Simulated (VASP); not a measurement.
# LiCl in VASP: notebook

LiCl is run at these levels: PBE; tasks: single point.

All numbers are computed with VASP 6.6.1; they aren't measurements. Logs are shortened: lines on timing, memory, paths and dates and some standing lists are left out, and cuts for length are marked.

## Step 1: The cell of the first run

It takes space group P6_3mc (No. 186, hexagonal). The conventional cell has a = 3.686 Å, b = 3.686 Å, c = 6.542 Å, α = 90.00°, β = 90.00°, γ = 120.00°. Within 2.6 Å of Li (site symmetry 3m) lie 4 Cl at 1.95 to 2.50 Å. Within 2.6 Å of Cl (site symmetry 3m) lie 4 Li at 1.95 to 2.50 Å.

## Step 2: Single point, PBE (strained)

Contents of INCAR:

```
PREC = Accurate
ENCUT = 520
EDIFF = 1E-7
ISMEAR = 0
SIGMA = 0.02
LREAL = F
LASPH = T
NELM = 100
ALGO = Normal
ISIF = 2
LWAVE = F
LCHARG = F
GGA = PE
NBANDS = 18
```

Contents of KPOINTS:

```
Automatic mesh
0
Gamma
  9 9 4
```

Contents of POSCAR:

```
LiCl
1.0
    3.6858568818      0.0000000000      0.0000000000
   -1.8429284410      3.1920456944      0.0000000000
    0.0000000000      0.0000000000      6.5421543851
Li Cl
2 2
Direct
    0.6666666700      0.3333333300      0.8366912695
    0.3333333300      0.6666666700      0.3366912695
    0.6666666700      0.3333333300      0.5383097305
    0.3333333300      0.6666666700      1.0383097305
```

Potentials or basis: VASP PAW PBE potentials, release 64 (Li_sv, Cl).

The run is started by

```console
cat potpaw_PBE.64/Li_sv/POTCAR potpaw_PBE.64/Cl/POTCAR > POTCAR
mpirun -np 1 vasp_std > vasp.out
```

OUTCAR:

```text
PREC = Accurate
   ENCUT = 520
   EDIFF = 1E-7
   ISMEAR = 0
   LREAL = F
   LASPH = T
   NELM = 100
   ISIF = 2
   GGA = PE

 ion  position               nearest neighbor table
   1  0.667  0.333  0.837-   3 1.95   4 2.50   4 2.50   4 2.50
   2  0.333  0.667  0.337-   4 1.95   3 2.50   3 2.50   3 2.50
   3  0.667  0.333  0.538-   1 1.95   2 2.50   2 2.50   2 2.50
   4  0.333  0.667  0.038-   2 1.95   1 2.50   1 2.50   1 2.50

  LATTYP: Found a hexagonal cell.
 ALAT       =     3.6858568818
 C/A-ratio  =     1.7749344575

  Lattice vectors:

 A1 = (   3.6858568818,   0.0000000000,   0.0000000000)
 A2 = (  -1.8429284410,   3.1920456944,   0.0000000000)
 A3 = (   0.0000000000,   0.0000000000,   6.5421543851)

Analysis of symmetry for initial positions (statically):
=====================================================================
 Subroutine PRICEL returns:
 Original cell was already a primitive cell.

 Routine SETGRP: Setting up the symmetry group for a
 hexagonal supercell.

 Subroutine GETGRP returns: Found 12 space group operations
 (whereof  6 operations were pure point group operations)
 out of a pool of 24 trial point group operations.

The static configuration has the point symmetry C_3v.
 The point group associated with its full space group is C_6v.

Analysis of symmetry for dynamics (positions and initial velocities):
=====================================================================
 Subroutine PRICEL returns:
 Original cell was already a primitive cell.

 Routine SETGRP: Setting up the symmetry group for a
 hexagonal supercell.

 Subroutine GETGRP returns: Found 12 space group operations
 (whereof  6 operations were pure point group operations)
 out of a pool of 24 trial point group operations.

The dynamic configuration has the point symmetry C_3v.
 The point group associated with its full space group is C_6v.

 Subroutine INISYM returns: Found 12 space group operations
 (whereof  6 operations are pure point group operations),
 and found     1 'primitive' translations

----------------------------------------------------------------------------------------

                                     Primitive cell

  volume of cell :      76.9712

  direct lattice vectors                    reciprocal lattice vectors
     3.685856882  0.000000000  0.000000000     0.271307333  0.156639362  0.000000000
    -1.842928441  3.192045694  0.000000000     0.000000000  0.313278723  0.000000000
     0.000000000  0.000000000  6.542154385     0.000000000  0.000000000  0.152854846

  length of vectors
     3.685856882  3.685856882  6.542154385     0.313278723  0.313278723  0.152854846

  position of ions in fractional coordinates (direct lattice)
     0.666666670  0.333333330  0.836691270
     0.333333330  0.666666670  0.336691270
     0.666666670  0.333333330  0.538309731
     0.333333330  0.666666670  0.038309731

  ion indices of the primitive-cell ions
   primitive index   ion index
                 1           1
                 2           2
                 3           3
                 4           4

----------------------------------------------------------------------------------------

 KPOINTS: Automatic mesh

Automatic generation of k-mesh.
 Grid dimensions read from file:
 generate k-points for:    9    9    4

 Generating k-lattice:

  Cartesian coordinates                     Fractional coordinates (reciprocal lattice)
     0.030145259  0.017404374  0.000000000     0.111111111 -0.000000000  0.000000000
     0.000000000  0.034808747  0.000000000     0.000000000  0.111111111  0.000000000
     0.000000000  0.000000000  0.038213711     0.000000000  0.000000000  0.250000000

  Length of vectors
     0.034808747  0.034808747  0.038213711

  Shift w.r.t. Gamma in fractional coordinates (k-lattice)
     0.000000000  0.000000000  0.000000000

 Subroutine IBZKPT returns following result:
 ===========================================

 Found     36 irreducible k-points:

 Following reciprocal coordinates:
            Coordinates               Weight
  0.000000  0.000000  0.000000      1.000000
  0.111111  0.000000  0.000000      6.000000
  0.222222  0.000000  0.000000      6.000000
  0.333333  0.000000  0.000000      6.000000
  0.444444  0.000000  0.000000      6.000000
  0.111111  0.111111  0.000000      6.000000
[... 16 lines left out ...]
  0.333333  0.222222  0.250000     24.000000
  0.333333  0.333333  0.250000      4.000000
 [... further k-points ...]
   k-points           NKPTS =     36   k-points in BZ     NKDIM =     36   number of bands    NBANDS=     18
   number of dos      NEDOS =    301   number of ions     NIONS =      4
   total plane-waves  NPLWV =  39200
   dimension x,y,z NGX =    28 NGY =   28 NGZ =   50
   dimension x,y,z NGXF=    56 NGYF=   56 NGZF=  100
   ions per type =               2   2
   NGX,Y,Z   is equivalent  to a cutoff of  12.63, 12.63, 12.71 a.u.
   NGXF,Y,Z  is equivalent  to a cutoff of  25.26, 25.26, 25.41 a.u.
 SYSTEM =  unknown system
   PREC   = accura    normal or accurate (medium, high low for compatibility)
   ISTART =      0    job   : 0-new  1-cont  2-samecut
   ICHARG =      2    charge: 1-file 2-atom 10-const
   ISPIN  =      1    spin polarized calculation?
   LNONCOLLINEAR =      F non collinear calculations
   LSORBIT =      F    spin-orbit coupling
   LASPH  =      T    aspherical Exc in radial PAW
   ENCUT  =  520.0 eV  38.22 Ry    6.18 a.u.   6.85  6.85 12.16*2*pi/ulx,y,z
   NELM   =    100;   NELMIN=  2; NELMDL= -5     # of ELM steps
   EDIFF  = 0.1E-06   stopping-criterion for ELM
   LREAL  =      F    real-space projection
   EDIFFG = 0.1E-05   stopping-criterion for IOM
   NSW    =      0    number of steps for IOM
   IBRION =     -1    ionic relax: 0-MD 1-quasi-New 2-CG
   NFREE  =      0    steps in history (QN), initial steepest desc. (CG)
   ISIF   =      2    stress and relaxation
   ISYM   =      2    0-nonsym 1-usesym 2-fastsym
   POTIM  = 0.5000    time-step for ionic-motion
   TEBEG  =    0.0;   TEEND  =   0.0 temperature during run
   PSTRESS=    0.0 pullay stress
   NELECT =      20.0000    total number of electrons
   NUPDOWN=      -1.0000    fix difference up-down
   EMIN   =  10.00;   EMAX   =-10.00  energy-range for DOS
   EFERMI =   0.00;   METHOD = LEGACY
   ISMEAR =     0;   SIGMA  =   0.02  broadening in eV -4-tet -1-fermi 0-gaus
   EFERMI_NEDOS =   21; number of points for ismear=-14 and -15
   IALGO  =     38    algorithm
   IMIX   =      4    mixing-type and parameters
     AMIX     =   0.40;   BMIX     =  1.00
     AMIX_MAG =   1.60;   BMIX_MAG =  1.00
  volume/ion in A,a.u.               =      19.24       129.86
  Fermi-wavevector in a.u.,A,eV,Ry     =   1.044661  1.974123 14.848264  1.091317
  Thomas-Fermi vector in A             =   2.179423
   LORBIT       =      0    0 simple, 1 ext, 2 COOP (PROOUT), +10 PAW based schemes
   GGA     = PE    functional components
   LHFCALC =     F    Hartree Fock is set to
   AEXX    =    0.0000 exact exchange contribution
   IVDW    =     0    specifies the selected vdW correction
   LEPSILON=     F    determine dielectric tensor
   LRPA    =     F    only Hartree local field effects (RPA)
 non-spin polarized calculation
 Gauss-broadening in eV      SIGMA  =   0.02
  energy-cutoff  :      520.00
  volume of cell :       76.97
 maximum number of plane-waves:      2088
 NGX is ok and might be reduce to    28
   NGX = 13   NGY = 13   NGZ = 25

 number of electron      20.0000001 magnetization

 Free energy of the ion-electron system (eV)
  ---------------------------------------------------
  ext. energy  EPLUGINS =         0.00000000
  ---------------------------------------------------
  free energy    TOTEN  =       -14.03236008 eV

  energy without entropy =      -14.03236008  energy(sigma->0) =      -14.03236008

 E-fermi :  -0.2262     XC(G=0):  -7.9593

 val. band max:       -0.4161195739   @ k =   0.0000   0.0000   0.0000
 cond. band min:       5.3513324026   @ k =   0.0000   0.0000   0.0000
 fundamental gap:      5.7674519765
 Fermi energy:        -0.2262483093

 k-point     1 :       0.0000    0.0000    0.0000
  band No.  band energies     occupation
      1     -43.6094      2.00000
      2     -43.6075      2.00000
      3     -13.6100      2.00000
      4     -13.4344      2.00000
      5      -2.9838      2.00000
      6      -1.5067      2.00000
[... 10 lines left out ...]
     17      11.3088      0.00000
     18      11.3088      0.00000

 k-point     2 :       0.1111    0.0000    0.0000
  band No.  band energies     occupation
      1     -43.6093      2.00000
      2     -43.6074      2.00000
      3     -13.5694      2.00000
      4     -13.4020      2.00000
      5      -2.9191      2.00000
      6      -1.5249      2.00000
[... 10 lines left out ...]
     17      11.0854      0.00000
     18      11.4890      0.00000

 k-point     3 :       0.2222    0.0000    0.0000
  band No.  band energies     occupation
      1     -43.6088      2.00000
      2     -43.6072      2.00000
      3     -13.4620      2.00000
      4     -13.3194      2.00000
      5      -2.7460      2.00000
      6      -1.7307      2.00000
[... 10 lines left out ...]
     17      10.7559      0.00000
     18      11.4269      0.00000

 k-point     4 :       0.3333    0.0000    0.0000
  band No.  band energies     occupation
      1     -43.6081      2.00000
      2     -43.6069      2.00000
      3     -13.3291      2.00000
      4     -13.2263      2.00000
      5      -2.6204      2.00000
      6      -2.2313      2.00000
[... 375 lines left out ...]
      4     -13.1986      2.00000
      5      -2.4479      2.00000
      6      -2.3814      2.00000
[... 10 lines left out ...]
     17      11.3481      0.00000
     18      11.9266      0.00000

 k-point    23 :       0.3333    0.2222    0.2500
  band No.  band energies     occupation
      1     -43.6072      2.00000
      2     -43.6069      2.00000
      3     -13.1812      2.00000
      4     -13.1539      2.00000
      5      -2.5832      2.00000
      6      -2.3688      2.00000
[... 10 lines left out ...]
     17      11.9567      0.00000
     18      12.3097      0.00000

 k-point    24 :       0.3333    0.3333    0.2500
  band No.  band energies     occupation
      1     -43.6070      2.00000
      2     -43.6070      2.00000
      3     -13.1467      2.00000
      4     -13.1467      2.00000
      5      -2.3577      2.00000
      6      -2.2760      2.00000
[... 10 lines left out ...]
     17      12.1587      0.00000
     18      12.4952      0.00000

 [... further k-points ...]

------------------------ aborting loop because EDIFF is reached ----------------------------------------

  FORCE on cell =-STRESS in cart. coord.  units (eV):
  Direction    XX          YY          ZZ          XY          YZ          ZX
  --------------------------------------------------------------------------------------
  -------------------------------------------------------------------------------------
  Total        0.5698732      0.5698732      7.0720352     -0.0000000     -0.0000000      0.0000000
  in kB       11.8620695     11.8620695    147.2063816     -0.0000000     -0.0000000      0.0000000
  external PRESSURE =      56.9768402 kB  Pullay stress =       0.0000000 kB

 VOLUME and BASIS-vectors are now :
 -----------------------------------------------------------------------------
  energy-cutoff  :      520.00
  volume of cell :       76.97
      direct lattice vectors                 reciprocal lattice vectors
     3.685856882  0.000000000  0.000000000     0.271307333  0.156639362  0.000000000
    -1.842928441  3.192045694  0.000000000     0.000000000  0.313278723  0.000000000
     0.000000000  0.000000000  6.542154385     0.000000000  0.000000000  0.152854846

 POSITION                                       TOTAL-FORCE (eV/Angst)
 -----------------------------------------------------------------------------------
      1.84293      1.06402      5.47376        -0.000000     -0.000000      2.445094
     -0.00000      2.12803      2.20269        -0.000000      0.000000      2.445094
      1.84293      1.06402      3.52171        -0.000000     -0.000000     -2.445094
     -0.00000      2.12803      0.25063         0.000000      0.000000     -2.445094
 -----------------------------------------------------------------------------------
    total drift:                                0.000003     -0.000003      0.008189

  FREE ENERGIE OF THE ION-ELECTRON SYSTEM (eV)
  ---------------------------------------------------
  free  energy   TOTEN  =       -14.0323600792 eV

  energy  without entropy=      -14.0323600792  energy(sigma->0) =      -14.03236008
```

It took 22 s on 1 thread of Intel Xeon 6975P-C (Granite Rapids), shared host; peak memory 0.19 GiB.

What came out:

```yaml
Free_energy: -14.0324 eV
Largest_force: 2.445 eV/Å
Band_gap_on_the_k_mesh: 5.77 eV
```

Forces on the atoms (eV/Å):
```
Li   0.000  0.000  2.445
Li   0.000  0.000  2.445
Cl   0.000  0.000 -2.445
Cl   0.000  0.000 -2.445
```

Caveat: the cell differs from its parent crystal (strained); the cutoff is under 1.25 times the usual one of these potentials, so pressure, stress and relaxed cells hold a basis-set (Pulay) error; forces of over 1 eV/Å act on the atoms, so gaps and moduli don't describe the material at rest. A k mesh can miss the band edges.

## Step 3: Single point, PBE (strained)

Contents of INCAR:

```
SYSTEM = LiCl
PREC = Accurate ; ENCUT = 520
EDIFF = 1E-6 ; ISMEAR = 0
SIGMA = 0.02 ; LREAL = .False.
LASPH = .True. ; NELM = 60
ALGO = Normal ; ISIF = 2
LWAVE = .False. ; LCHARG = .False.
GGA = PE ; NBANDS = 18
```

Contents of KPOINTS:

```
regular mesh
0
Gamma
  9 9 4
  0 0 0
```

Contents of POSCAR:

```
LiCl
1.0
    3.9863066149      0.0000000000      0.0000000000
   -1.9931533075      3.4522427958      0.0000000000
    0.0000000000      0.0000000000      5.8845060796
Li Cl
2 2
Direct
    0.6666666700      0.3333333300      0.8807360877
    0.3333333300      0.6666666700      0.3807360877
    0.6666666700      0.3333333300      0.4942649123
    0.3333333300      0.6666666700      0.9942649123
```

Potentials or basis: VASP PAW PBE potentials, release 64 (Li_sv, Cl).

The run is started by

```console
cat potpaw_PBE.64/Li_sv/POTCAR potpaw_PBE.64/Cl/POTCAR > POTCAR
mpirun -np 1 vasp_std > vasp.out
```

Wall time 29 s (1 thread of Intel Xeon 6975P-C (Granite Rapids), shared host); peak memory 0.2 GiB.

Results (log left out):

```
Free energy            : -14.8286 eV
Largest force          : 0.212 eV/Å
Band gap on the k mesh : 5.93 eV
```

Forces in eV/Å, atoms in the order of the input:
```
Li   0.000  0.000  0.212
Li   0.000  0.000  0.212
Cl   0.000  0.000 -0.212
Cl   0.000  0.000 -0.212
```

Levels at points of the mesh, in eV from the valence-band top:
```tsv
k point	band 7	band 8	band 9	band 10	band 11	band 12	band 13	band 14
(0.00, 0.00, 0.00)	-0.69	-0.23	-0.23	0.00	5.93	8.10	9.60	9.60
(0.00, 0.00, 0.50)	-0.47	-0.47	-0.47	-0.47	7.25	7.25	9.78	9.78
```

Caveat: the cell differs from its parent crystal (strained); the cutoff is under 1.25 times the usual one of these potentials, so pressure, stress and relaxed cells hold a basis-set (Pulay) error. A k mesh can miss the band edges.

## Step 4: Single point, PBE (strained and its atoms moved)

Contents of INCAR:

```
ALGO = Normal
EDIFF = 1E-6
ENCUT = 520
GGA = PE
ISIF = 2
ISMEAR = 0
LASPH = True
LCHARG = False
LREAL = False
LWAVE = False
NBANDS = 18
NELM = 60
PREC = Accurate
SIGMA = 0.02
```

Contents of KPOINTS:

```
k-points
0
Gamma
  9 9 4
```

Contents of POSCAR:

```
LiCl
1.0
    3.9206433355      0.0000000000      0.0000000000
   -1.9603216678      3.3953767278      0.0000000000
    0.0000000000      0.0000000000      6.1595804361
Li Cl
2 2
Direct
    0.6666666700      0.3333333300      0.8524215617
    0.3333333300      0.6666666700      0.3524215617
    0.6666666700      0.3333333300      0.5225794383
    0.3333333300      0.6666666700      1.0225794383
```

The run is started by

```console
cat potpaw_PBE.64/Li_sv/POTCAR potpaw_PBE.64/Cl/POTCAR > POTCAR
mpirun -np 1 vasp_std > vasp.out
```

Run time: 24 s. Hardware: 1 thread of Intel Xeon 6975P-C (Granite Rapids), shared host; peak memory 0.2 GiB.

It converged, with:

```yaml
Free_energy: -14.4559 eV
Largest_force: 1.578 eV/Å
Band_gap_on_the_k_mesh: 5.92 eV
```

Forces in eV/Å, atoms in the order of the input:
```
Li   0.000  0.000  1.578
Li   0.000  0.000  1.578
Cl   0.000  0.000 -1.578
Cl   0.000  0.000 -1.578
```

Levels at points of the mesh, in eV from the valence-band top:
| k point | band 8 | band 9 | band 10 | band 11 | band 12 | band 13 |
| --- | --- | --- | --- | --- | --- | --- |
| (0.00, 0.00, 0.00) | -0.37 | 0.00 | 0.00 | 5.92 | 8.10 | 10.03 |
| (0.00, 0.00, 0.50) | -0.20 | -0.20 | -0.20 | 7.01 | 7.01 | 10.27 |

Caveat: the cell differs from its parent crystal (strained and its atoms moved); the cutoff is under 1.25 times the usual one of these potentials, so pressure, stress and relaxed cells hold a basis-set (Pulay) error; forces of over 1 eV/Å act on the atoms, so gaps and moduli don't describe the material at rest.

## Step 5: Single point, PBE (atoms moved at random and the cell strained at random)

Contents of INCAR:

```
SYSTEM = LiCl
PREC = Accurate
ENCUT = 520
EDIFF = 1E-6
ISMEAR = 0
SIGMA = 0.02
LREAL = .False.
LASPH = .True.
NELM = 80
ALGO = Normal
ISIF = 2
LWAVE = .False.
LCHARG = .False.
GGA = PE
NBANDS = 18
```

Contents of KPOINTS:

```
Automatic mesh
0
Gamma
  9 9 4
  0 0 0
```

Contents of POSCAR:

```
LiCl
1.0
    3.9698221096      0.0071040368      0.0196244110
   -1.9787587785      3.4325792913     -0.0004308339
    0.0317858050      0.0175457644      6.4731791883
Li Cl
2 2
Direct
    0.6654187408      0.3270462750      0.8777740736
    0.3430530774      0.6735656612      0.3758675622
    0.6623297577      0.3381376168      0.4959055818
    0.3292009720      0.6612504471      1.0004547823
```

The run is started by

```console
cat potpaw_PBE.64/Li_sv/POTCAR potpaw_PBE.64/Cl/POTCAR > POTCAR
mpirun -np 1 vasp_std > vasp.out
```

Run time: 1.9 min. Hardware: 1 thread of Intel Xeon 6975P-C (Granite Rapids), shared host; peak memory 0.32 GiB.

It converged, with:

```
Free energy            : -14.8521 eV
Largest force          : 0.112 eV/Å
Band gap on the k mesh : 5.78 eV
```

Forces in eV/Å, atoms in the order of the input:
```
Li  -0.013  0.016 -0.026
Li  -0.081 -0.007  0.000
Cl   0.086 -0.010  0.071
Cl   0.007  0.001 -0.045
```

Levels at points of the mesh, in eV from the valence-band top:
```
           k point  band 8  band 9  band 10  band 11  band 12  band 13
(0.00, 0.00, 0.00)   -0.05   -0.05     0.00     5.78     8.05     9.92
(0.00, 0.00, 0.50)   -0.20   -0.18    -0.14     7.05     7.07     9.89
```

Caveat: the cell differs from its parent crystal (atoms moved at random and the cell strained at random); the cutoff is under 1.25 times the usual one of these potentials, so pressure, stress and relaxed cells hold a basis-set (Pulay) error.

## Step 6: Overview

| cell | gap on the mesh (eV) | largest force (eV/Å) |
| --- | --- | --- |
| a = 3.686, b = 3.686, c = 6.542 Å, angles 90.0, 90.0, 120.0°, 4 atoms, atomic positions A | 5.77 | 2.45 |
| a = 3.986, b = 3.986, c = 5.885 Å, angles 90.0, 90.0, 120.0°, 4 atoms, atomic positions B | 5.93 | 0.21 |
| a = 3.921, b = 3.921, c = 6.160 Å, angles 90.0, 90.0, 120.0°, 4 atoms, atomic positions C | 5.92 | 1.58 |
| a = 3.970, b = 3.962, c = 6.473 Å, angles 90.0, 89.4, 119.9°, 4 atoms, atomic positions D | 5.78 | 0.11 |

Alike in all rows: task single point; level PBE; potentials or basis VASP PAW PBE potentials, release 64 (Li_sv, Cl); no spin polarisation; k mesh 9 × 9 × 4; cutoff (eV) 520; smearing gaussian 0.02 eV.

Caveats: the cutoff is under 1.25 times the usual one of these potentials, so pressure, stress and relaxed cells hold a basis-set (Pulay) error; forces of over 1 eV/Å act on the atoms, so gaps and moduli don't describe the material at rest (at least some runs).

Total energies depend on the potentials used, so only differences within one code and one set of settings carry meaning.
